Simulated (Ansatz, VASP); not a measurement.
**VN in VASP and in Ansatz**

```
V N
1.0
     0.00000    1.89118    1.89118
     1.89118    0.00000    1.89118
     1.89118    1.89118    0.00000
V N
1 1
Direct
  0.00000 0.00000 0.00000
  0.50000 0.50000 0.50000
```

Change from the starting cell: volume scaled by 0.8, PAW files.

Alike in both runs: task single point; functional PBEsol; k mesh 17 × 17 × 17; occupations fermi-dirac, width 0.1 eV; no spin polarisation.

|  | VASP | Ansatz |
| --- | --- | --- |
| version | VASP 6.6.1 | Ansatz 0.2.0 |
| potentials or method | VASP PAW PBE potentials, release 64 (V_sv, N) | PAW with Ansatz's default frozen-core files, scalar-relativistic |
| plane-wave cutoff (eV) | 600 | 420 |
| valence electrons in the cell | 18 | 18 |

VASP gave:

| Item | Value |
| --- | --- |
| pressure (GPa) | 124.6 |

Question: What did Ansatz give for the same quantities?

Answer: Pressure (GPa): 122.8.

VASP's potentials were made for PBE, not for PBEsol. Both programs put the cell under a high pressure, so it lies far from rest at this level.

Noted on VASP's run: the cell as given lies far from equilibrium.
